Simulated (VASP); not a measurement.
# Sb (P6_3/mmc) in VASP: notebook

Sb is run at these levels: r2SCAN; tasks: relaxation of cell and atoms.

Everything below comes from runs of VASP 6.6.1. Logs are shortened: lines on timing, memory, paths and dates and some standing lists are left out, and cuts for length are marked.

**1. The cell of the first run**

It takes space group P6_3/mmc (No. 194, hexagonal). Conventional cell: a = 3.500 Å, b = 3.500 Å, c = 5.715 Å, α = 90.00°, β = 90.00°, γ = 120.00°. Within 4.6 Å of Sb (site symmetry -6m2) lie 12 Sb at 3.50 Å.

**2. Relaxation of cell and atoms, r2SCAN**

File POSCAR:

```
Sb
1.0
    3.5000000000      0.0000000000      0.0000000000
   -1.7500000000      3.0310889132      0.0000000000
    0.0000000000      0.0000000000      5.7155000000
Sb
2
Direct
    0.3333333333      0.6666666667      0.2500000000
    0.6666666667      0.3333333333      0.7500000000
```

File INCAR.step1:

```
PREC = Accurate ; ENCUT = 600
ISMEAR = 0 ; SIGMA = 0.1
LREAL = False ; LASPH = True
NELM = 60 ; GGA = PE
ALGO = Normal ; EDIFF = 1E-4
LWAVE = True ; LCHARG = False
```

File INCAR.step2:

```
PREC = Accurate ; ENCUT = 600
EDIFF = 1E-6 ; ISMEAR = 0
SIGMA = 0.1 ; LREAL = False
LASPH = True ; NELM = 60
ALGO = Normal ; ISIF = 3
LWAVE = False ; LCHARG = False
METAGGA = R2SCAN ; LMIXTAU = True
IBRION = 2 ; NSW = 80
EDIFFG = -0.02 ; ISTART = 1
```

File KPOINTS:

```
Automatic mesh
0
Gamma
  7 7 4
```

Potentials or basis: VASP PAW PBE potentials, release 64 (Sb).

Command:

```sh
> cat potpaw_PBE.64/Sb/POTCAR > POTCAR
> cp INCAR.step1 INCAR
> mpirun -np 1 vasp_std > vasp.out
> cp INCAR.step2 INCAR
> mpirun -np 1 vasp_std > vasp.out
```

OUTCAR:

```text
PREC = Accurate
   ENCUT = 600
   EDIFF = 1E-6
   ISMEAR = 0
   LREAL = False
   LASPH = True
   NELM = 60
   ISIF = 3
   METAGGA = R2SCAN
   IBRION = 2
   NSW = 80
   EDIFFG = -0.02
   ISTART = 1

 ion  position               nearest neighbor table
   1  0.333  0.667  0.250-   2 3.50   2 3.50   2 3.50   2 3.50   2 3.50   2 3.50
   2  0.667  0.333  0.750-   1 3.50   1 3.50   1 3.50   1 3.50   1 3.50   1 3.50

  LATTYP: Found a hexagonal cell.
 ALAT       =     3.5000000000
 C/A-ratio  =     1.6330000000

  Lattice vectors:

 A1 = (   3.5000000000,   0.0000000000,   0.0000000000)
 A2 = (  -1.7500000000,   3.0310889132,   0.0000000000)
 A3 = (   0.0000000000,   0.0000000000,   5.7155000000)

Analysis of symmetry for initial positions (statically):
=====================================================================
 Subroutine PRICEL returns:
 Original cell was already a primitive cell.

 Routine SETGRP: Setting up the symmetry group for a
 hexagonal supercell.

 Subroutine GETGRP returns: Found 24 space group operations
 (whereof 12 operations were pure point group operations)
 out of a pool of 24 trial point group operations.

The static configuration has the point symmetry D_3d.
 The point group associated with its full space group is D_6h.

Analysis of symmetry for dynamics (positions and initial velocities):
=====================================================================
 Subroutine PRICEL returns:
 Original cell was already a primitive cell.

 Routine SETGRP: Setting up the symmetry group for a
 hexagonal supercell.

 Subroutine GETGRP returns: Found 24 space group operations
 (whereof 12 operations were pure point group operations)
 out of a pool of 24 trial point group operations.

The dynamic configuration has the point symmetry D_3d.
 The point group associated with its full space group is D_6h.

 Subroutine INISYM returns: Found 24 space group operations
 (whereof 12 operations are pure point group operations),
 and found     1 'primitive' translations

----------------------------------------------------------------------------------------

                                     Primitive cell

  volume of cell :      60.6347

  direct lattice vectors                    reciprocal lattice vectors
     3.500000000  0.000000000  0.000000000     0.285714286  0.164957220  0.000000000
    -1.750000000  3.031088913  0.000000000     0.000000000  0.329914440  0.000000000
     0.000000000  0.000000000  5.715500000     0.000000000  0.000000000  0.174962820

  length of vectors
     3.500000000  3.500000000  5.715500000     0.329914440  0.329914440  0.174962820

  position of ions in fractional coordinates (direct lattice)
     0.333333333  0.666666667  0.250000000
     0.666666667  0.333333333  0.750000000

  ion indices of the primitive-cell ions
   primitive index   ion index
                 1           1
                 2           2

----------------------------------------------------------------------------------------

 KPOINTS: Automatic mesh

Automatic generation of k-mesh.
 Grid dimensions read from file:
 generate k-points for:    7    7    4

 Generating k-lattice:

  Cartesian coordinates                     Fractional coordinates (reciprocal lattice)
     0.040816327  0.023565317  0.000000000     0.142857143  0.000000000  0.000000000
     0.000000000  0.047130634  0.000000000     0.000000000  0.142857143  0.000000000
     0.000000000  0.000000000  0.043740705     0.000000000  0.000000000  0.250000000

  Length of vectors
     0.047130634  0.047130634  0.043740705

  Shift w.r.t. Gamma in fractional coordinates (k-lattice)
     0.000000000  0.000000000  0.000000000

 Subroutine IBZKPT returns following result:
 ===========================================

 Found     24 irreducible k-points:

 Following reciprocal coordinates:
            Coordinates               Weight
  0.000000  0.000000  0.000000      1.000000
  0.142857  0.000000  0.000000      6.000000
  0.285714  0.000000  0.000000      6.000000
  0.428571  0.000000  0.000000      6.000000
  0.142857  0.142857  0.000000      6.000000
  0.285714  0.142857  0.000000     12.000000
[... 16 lines left out ...]
  0.428571  0.142857  0.500000      6.000000
  0.285714  0.285714  0.500000      6.000000
   k-points           NKPTS =     24   k-points in BZ     NKDIM =     24   number of bands    NBANDS=      9
   number of dos      NEDOS =    301   number of ions     NIONS =      2
   total plane-waves  NPLWV =  37632
   dimension x,y,z NGX =    28 NGY =   28 NGZ =   48
   dimension x,y,z NGXF=    56 NGYF=   56 NGZF=   96
   ions per type =               2
   NGX,Y,Z   is equivalent  to a cutoff of  13.30, 13.30, 13.96 a.u.
   NGXF,Y,Z  is equivalent  to a cutoff of  26.60, 26.60, 27.92 a.u.
 SYSTEM =  unknown system
   PREC   = accura    normal or accurate (medium, high low for compatibility)
   ISTART =      1    job   : 0-new  1-cont  2-samecut
   ICHARG =      0    charge: 1-file 2-atom 10-const
   ISPIN  =      1    spin polarized calculation?
   LNONCOLLINEAR =      F non collinear calculations
   LSORBIT =      F    spin-orbit coupling
   LASPH  =      T    aspherical Exc in radial PAW
   ENCUT  =  600.0 eV  44.10 Ry    6.64 a.u.   6.99  6.99 11.42*2*pi/ulx,y,z
   NELM   =     60;   NELMIN=  2; NELMDL=  0     # of ELM steps
   EDIFF  = 0.1E-05   stopping-criterion for ELM
   LREAL  =      F    real-space projection
   EDIFFG = -.2E-01   stopping-criterion for IOM
   NSW    =     80    number of steps for IOM
   IBRION =      2    ionic relax: 0-MD 1-quasi-New 2-CG
   NFREE  =      1    steps in history (QN), initial steepest desc. (CG)
   ISIF   =      3    stress and relaxation
   ISYM   =      2    0-nonsym 1-usesym 2-fastsym
   POTIM  = 0.5000    time-step for ionic-motion
   TEBEG  =    0.0;   TEEND  =   0.0 temperature during run
   PSTRESS=    0.0 pullay stress
   NELECT =      10.0000    total number of electrons
   NUPDOWN=      -1.0000    fix difference up-down
   EMIN   =  10.00;   EMAX   =-10.00  energy-range for DOS
   EFERMI =   0.00;   METHOD = LEGACY
   ISMEAR =     0;   SIGMA  =   0.10  broadening in eV -4-tet -1-fermi 0-gaus
   EFERMI_NEDOS =   21; number of points for ismear=-14 and -15
   IALGO  =     38    algorithm
   IMIX   =      4    mixing-type and parameters
     AMIX     =   0.40;   BMIX     =  1.00
     AMIX_MAG =   1.60;   BMIX_MAG =  1.00
  volume/ion in A,a.u.               =      30.32       204.59
  Fermi-wavevector in a.u.,A,eV,Ry     =   0.897776  1.696550 10.966312  0.806001
  Thomas-Fermi vector in A             =   2.020402
   LORBIT       =      0    0 simple, 1 ext, 2 COOP (PROOUT), +10 PAW based schemes
   METAGGA = R2SCAN    functional components
   LHFCALC =     F    Hartree Fock is set to
   AEXX    =    0.0000 exact exchange contribution
   IVDW    =     0    specifies the selected vdW correction
   LEPSILON=     F    determine dielectric tensor
   LRPA    =     F    only Hartree local field effects (RPA)
 conjugate gradient relaxation of ions
 non-spin polarized calculation
 Gauss-broadening in eV      SIGMA  =   0.10
  energy-cutoff  :      600.00
  volume of cell :       60.63
 maximum number of plane-waves:      2036
 NGX is ok and might be reduce to    28
   NGX = 13   NGY = 13   NGZ = 23

--------------------------------------- Ionic step        1  -------------------------------------------

 number of electron      10.0000000 magnetization

 Free energy of the ion-electron system (eV)
  ---------------------------------------------------
  ext. energy  EPLUGINS =         0.00000000
  ---------------------------------------------------
  free energy    TOTEN  =       -50.42960349 eV

  energy without entropy =      -50.41893104  energy(sigma->0) =      -50.42426727

------------------------ aborting loop because EDIFF is reached ----------------------------------------

  FORCE on cell =-STRESS in cart. coord.  units (eV):
  Direction    XX          YY          ZZ          XY          YZ          ZX
  --------------------------------------------------------------------------------------
  -------------------------------------------------------------------------------------
  Total       -1.9663421     -1.9663421     -2.3365633      0.0000000      0.0000000     -0.0000000
  in kB      -51.9575568    -51.9575568    -61.7400804      0.0000000      0.0000000     -0.0000000
  external PRESSURE =     -55.2183980 kB  Pullay stress =       0.0000000 kB

 VOLUME and BASIS-vectors are now :
 -----------------------------------------------------------------------------
  energy-cutoff  :      600.00
  volume of cell :       60.63
      direct lattice vectors                 reciprocal lattice vectors
     3.500000000  0.000000000  0.000000000     0.285714286  0.164957220  0.000000000
    -1.750000000  3.031088913  0.000000000     0.000000000  0.329914440  0.000000000
     0.000000000  0.000000000  5.715500000     0.000000000  0.000000000  0.174962820

 POSITION                                       TOTAL-FORCE (eV/Angst)
 -----------------------------------------------------------------------------------
     -0.00000      2.02073      1.42887         0.000000      0.000000      0.000000
      1.75000      1.01036      4.28662        -0.000000      0.000000      0.000000
 -----------------------------------------------------------------------------------
    total drift:                               -0.000000      0.000000      0.000000

  FREE ENERGIE OF THE ION-ELECTRON SYSTEM (eV)
  ---------------------------------------------------
  free  energy   TOTEN  =       -50.4296034913 eV
[... 161 lines left out ...]
 VOLUME and BASIS-vectors are now :
 -----------------------------------------------------------------------------
  energy-cutoff  :      600.00
  volume of cell :       54.24
      direct lattice vectors                 reciprocal lattice vectors
     3.387759307  0.000000000 -0.000000000     0.295180356  0.170422458  0.000000000
    -1.693879654  2.933885622  0.000000000    -0.000000000  0.340844917  0.000000000
     0.000000000 -0.000000000  5.457584673     0.000000000 -0.000000000  0.183231239

 POSITION                                       TOTAL-FORCE (eV/Angst)
 -----------------------------------------------------------------------------------
     -0.00000      1.95592      1.36440        -0.000000      0.000000      0.000000
      1.69388      0.97796      4.09319         0.000000     -0.000000     -0.000000
 -----------------------------------------------------------------------------------
    total drift:                               -0.000000      0.000000      0.000000

  FREE ENERGIE OF THE ION-ELECTRON SYSTEM (eV)
  ---------------------------------------------------
  free  energy   TOTEN  =       -50.5559337276 eV

  energy  without entropy=      -50.5484671126  energy(sigma->0) =      -50.55220042

--------------------------------------- Ionic step        7  -------------------------------------------

 number of electron      10.0000000 magnetization

 Free energy of the ion-electron system (eV)
  ---------------------------------------------------
  ext. energy  EPLUGINS =         0.00000000
  ---------------------------------------------------
  free energy    TOTEN  =       -50.55595585 eV

  energy without entropy =      -50.54851218  energy(sigma->0) =      -50.55223401

 E-fermi :   8.2651     XC(G=0): -10.8064

 val. band max:        8.1590391559   @ k =   0.1429   0.1429   0.0000
 cond. band min:       8.3069610878   @ k =   0.2857   0.1429   0.0000
 fundamental gap:      0.1479219319
 Fermi energy:         8.2650714697

 k-point     1 :       0.0000    0.0000    0.0000
  band No.  band energies     occupation
      1      -5.1331      2.00000
      2      -0.9914      2.00000
      3       2.3092      2.00000
      4      11.9763      0.00000
      5      11.9763      0.00000
      6      13.7747      0.00000
      7      13.7747      0.00000
      8      14.3057      0.00000
      9      16.5015      0.00000

 k-point     2 :       0.1429    0.0000    0.0000
  band No.  band energies     occupation
      1      -4.7587      2.00000
      2      -0.6673      2.00000
      3       2.6963      2.00000
      4       9.2106      0.00000
      5      10.8971      0.00000
      6      12.0857      0.00000
      7      13.7118      0.00000
      8      13.8037      0.00000
      9      15.9228      0.00000

 k-point     3 :       0.2857    0.0000    0.0000
  band No.  band energies     occupation
      1      -3.6540      2.00000
      2       0.1881      2.00000
      3       3.8230      2.00000
      4       5.5522      2.00000
      5       8.9155      0.00000
      6       9.5282      0.00000
      7      11.5161      0.00000
      8      12.9798      0.00000
      9      14.0541      0.00000
[... 263 lines left out ...]
 VOLUME and BASIS-vectors are now :
 -----------------------------------------------------------------------------
  energy-cutoff  :      600.00
  volume of cell :       54.07
      direct lattice vectors                 reciprocal lattice vectors
     3.384320146  0.000000000  0.000000000     0.295480320  0.170595642  0.000000000
    -1.692160073  2.930907221  0.000000000    -0.000000000  0.341191285  0.000000000
    -0.000000000 -0.000000000  5.451024532    -0.000000000 -0.000000000  0.183451752

 POSITION                                       TOTAL-FORCE (eV/Angst)
 -----------------------------------------------------------------------------------
     -0.00000      1.95394      1.36276         0.000000     -0.000000      0.000000
      1.69216      0.97697      4.08827        -0.000000      0.000000      0.000000
 -----------------------------------------------------------------------------------
    total drift:                               -0.000000      0.000000      0.000000

  FREE ENERGIE OF THE ION-ELECTRON SYSTEM (eV)
  ---------------------------------------------------
  free  energy   TOTEN  =       -50.5559558477 eV

  energy  without entropy=      -50.5485121811  energy(sigma->0) =      -50.55223401

 reached required accuracy - stopping structural energy minimisation
```

It took 3.5 min on 1 thread of Intel Xeon Platinum 8124M at 3.00GHz (Skylake/Cascade Lake), shared host; peak memory 0.21 GiB.

What came out:

- Free energy: -50.5560 eV
- Relaxed volume: 27.03 Å³/atom
- Relaxed cell: a = 3.384 Å, b = 3.384 Å, c = 5.451 Å, α = 90.00°, β = 90.00°, γ = 120.00°
- Space group after relaxing (to 0.05 Å): P6_3/mmc (No. 194)
- Energy gained by relaxing: 63.2 meV/atom
- Ionic steps: 7
- Pressure after relaxing: 0.1 GPa
- Band gap on the k mesh: zero (band 5 reaches 12.86 eV, above the bottom of band 6 at 5.66 eV)

The path:
| step | energy change (eV) | largest force (eV/Å) | pressure (GPa) | volume (Å³) |
| --- | --- | --- | --- | --- |
| 1 | 0.0000 | 0.0000 | -5.52 | 60.63 |
| 2 | -0.1072 | 0.0000 | 2.87 | 51.92 |
| 3 | -0.1260 | 0.0000 | 0.05 | 54.10 |
| 4 | -0.1260 | 0.0000 | -0.10 | 54.22 |
| 5 | -0.1262 | 0.0000 | -0.11 | 54.24 |
| 6 | -0.1263 | 0.0000 | -0.12 | 54.24 |
| 7 | -0.1264 | 0.0000 | 0.08 | 54.07 |

Final structure:
```cif
data_structure
_symmetry_space_group_name_H-M 'P 1'
_symmetry_Int_Tables_number 1
_cell_length_a 3.3843
_cell_length_b 3.3843
_cell_length_c 5.4510
_cell_angle_alpha 90.000
_cell_angle_beta 90.000
_cell_angle_gamma 120.000
_cell_volume 54.07
loop_
_atom_site_label
_atom_site_type_symbol
_atom_site_fract_x
_atom_site_fract_y
_atom_site_fract_z
_atom_site_occupancy
Sb1 Sb 0.33333 0.66667 0.25000 1
Sb2 Sb 0.66667 0.33333 0.75000 1
```

Caveat: the PAW data sets were made with another functional, which shifts forces and pressure a little; spin-orbit coupling is left out, which moves the levels of the heavy elements.

[end of part 1 of 2]
